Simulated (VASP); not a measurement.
Ga2O3: single point with r2SCAN

Ga2O3:

```
CELL_PARAMETERS angstrom
6.12699 -1.51944 -0.00266
6.12699 1.51944 -0.00266
-1.38360 0.00000 5.64170
ATOMIC_POSITIONS crystal
Ga 0.34130 0.34130 0.68544
Ga 0.65870 0.65870 0.31456
Ga 0.90942 0.90942 0.20509
Ga 0.09058 0.09058 0.79491
O 0.50374 0.50374 0.74384
O 0.49626 0.49626 0.25616
O 0.82668 0.82668 0.43652
O 0.17332 0.17332 0.56348
O 0.16426 0.16426 0.10921
O 0.83574 0.83574 0.89079
```

| Property | Result |
| --- | --- |
| Program | VASP 6.6.1 |
| Task | single point |
| Functional | r2SCAN |
| Potentials or basis | VASP PAW PBE potentials, release 64 (Ga_d, O) |
| Cutoff | 520 eV |
| k mesh | 8 × 8 × 4 |
| Occupations | gaussian, width 0.02 eV |
| Spin | no spin polarisation |
| Dipole correction | no |
| Further INCAR settings | ALGO = Normal; EDIFF = 1e-07; NBANDS = 55 |

```yaml
Pressure: 1.8 GPa
Largest_force: 0.081 eV/Å
Band_gap_on_the_k_mesh: 3.01 eV (least direct gap 3.04 eV)
```

Forces on the atoms (eV/Å):
```
Ga   0.010  0.000 -0.046
Ga  -0.010  0.000  0.046
Ga  -0.019  0.000  0.006
Ga   0.019  0.000 -0.006
O   -0.075  0.000 -0.030
O    0.075  0.000  0.030
O   -0.030  0.000  0.051
O    0.030  0.000 -0.051
O    0.061  0.000  0.038
O   -0.061  0.000 -0.038
```

Stress tensor (GPa, compression positive):
```
1.71 0.00 0.05
0.00 2.04 0.00
0.05 0.00 1.75
```

Levels at points of the mesh, in eV from the valence-band top:
| k point | band 41 | band 42 | band 43 | band 44 | band 45 | band 46 | band 47 | band 48 |
| --- | --- | --- | --- | --- | --- | --- | --- | --- |
| (0.00, 0.00, 0.00) | -0.67 | -0.48 | -0.27 | -0.02 | 3.01 | 6.38 | 7.44 | 7.53 |
| (0.50, 0.00, 0.00) | -0.75 | -0.72 | -0.45 | -0.15 | 6.34 | 7.28 | 8.00 | 8.25 |
| (0.50, 0.50, 0.00) | -0.67 | -0.65 | -0.41 | -0.17 | 5.16 | 5.44 | 6.53 | 7.35 |
| (0.00, 0.00, 0.50) | -0.66 | -0.64 | -0.47 | -0.30 | 5.40 | 5.53 | 7.47 | 7.99 |
| (0.50, 0.00, 0.50) | -1.13 | -1.06 | -0.73 | -0.67 | 7.64 | 7.68 | 8.59 | 8.78 |
| (0.50, 0.50, 0.50) | -0.62 | -0.60 | -0.59 | -0.01 | 5.85 | 5.96 | 6.94 | 7.30 |

Wall time 25 min on 1 thread of Intel(R) Xeon(R) 6975P-C (Granite Rapids), with other jobs on the host, peak memory 0.56 GiB.

Caveat: the PAW data sets were made with another functional, which shifts forces and pressure a little. A k mesh can miss the band edges.
